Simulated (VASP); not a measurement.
A run of VASP 6.6.1 is set up as follows.

The input INCAR:

```
  PREC = Accurate
  ENCUT = 520
  EDIFF = 1E-6
  ISMEAR = 0
  SIGMA = 0.05
  LREAL = F
  LASPH = T
  NELM = 60
  ALGO = Normal
  ISIF = 2
  LWAVE = F
  LCHARG = T
  GGA = PS
  LELF = T
  LVHAR = T
  NBANDS = 24
```

KPOINTS

```
regular mesh
0
Gamma
  9 9 6
```

Contents of POSCAR:

```
CaO
1.0
    4.0318955827      0.0000000000      0.0000000000
   -2.0159477913      3.4225809506      0.0000000000
    0.0000000000      0.0000000000      4.7848400100
Ca O
2 2
Direct
    0.3333333333      0.6666666667      0.7500000000
    0.6666666667      0.3333333333      0.2500000000
    0.3333333333      0.6666666667      0.2500000000
    0.6666666667      0.3333333333      0.7500000000
```

Potentials or basis: VASP PAW PBE potentials, release 64 (Ca_sv, O).

Launch:

```sh
$ cat potpaw_PBE.64/Ca_sv/POTCAR potpaw_PBE.64/O/POTCAR > POTCAR
$ mpirun -np 1 vasp_std > vasp.out
```

(1) What does it give for the largest force?

(2) Predict the band gap on the k mesh.

(3) Predict the pressure.

Answers

(1) 0.122 eV/Å.

(2) 3.03 eV, direct.

(3) -1.9 GPa.

Caveat: the cell differs from its parent crystal (strain +0.0100 x Voigt [1, -1, 0, 0, 0, 0]); the PAW data sets were made with another functional, which shifts forces and pressure a little.
